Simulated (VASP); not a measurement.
Write the native input for VASP 6.6.1 that does the following.

```
Task                   : single point
Functional             : PBE
Potentials or basis    : VASP PAW PBE potentials, release 64 (B, N)
Cutoff                 : 520 eV
k mesh                 : 12 × 12 × 12, shifted
Occupations            : gaussian, width 0.02 eV
Spin                   : no spin polarisation
Dipole correction      : no
Further INCAR settings : ALGO = Normal; EDIFF = 1e-06; NBANDS = 11; ISYM = 0
```

The structure of BN lies in POSCAR:

```
BN
1.0
    0.0000000000      1.8123485134      1.8123485134
    1.8123485134      0.0000000000      1.8123485134
    1.8123485134      1.8123485134      0.0000000000
B N
1 1
Direct
    0.0000000000      0.0000000000      0.0000000000
    0.7500000000      0.7500000000      0.7500000000
```

The input as run:

INCAR

```
SYSTEM = BN
ALGO = Normal ; EDIFF = 1E-6
ENCUT = 520 ; GGA = PE
ISIF = 2 ; ISMEAR = 0
ISYM = 0 ; LASPH = .TRUE.
LCHARG = .FALSE. ; LREAL = .FALSE.
LWAVE = .FALSE. ; NBANDS = 11
NELM = 60 ; PREC = Accurate
SIGMA = 0.02
```

KPOINTS

```
Automatic mesh
0
Gamma
  12 12 12
  0.5 0.5 0.5
```

Potentials or basis: VASP PAW PBE potentials, release 64 (B, N).

The run is started by

```bash
$ cat potpaw_PBE.64/B/POTCAR potpaw_PBE.64/N/POTCAR > POTCAR
$ mpirun -np 1 vasp_std > vasp.out
```

It gave:

```
Pressure               : 0.2 GPa
Band gap on the k mesh : 4.65 eV (least direct gap 8.83 eV)
```

Caveat: a shifted mesh leaves out Γ, where band edges can lie.

Wall time 7 min on 1 thread of Intel(R) Xeon(R) Platinum 8259CL CPU @ 2.50GHz (Skylake/Cascade Lake) (shared host), peak memory 0.51 GiB.
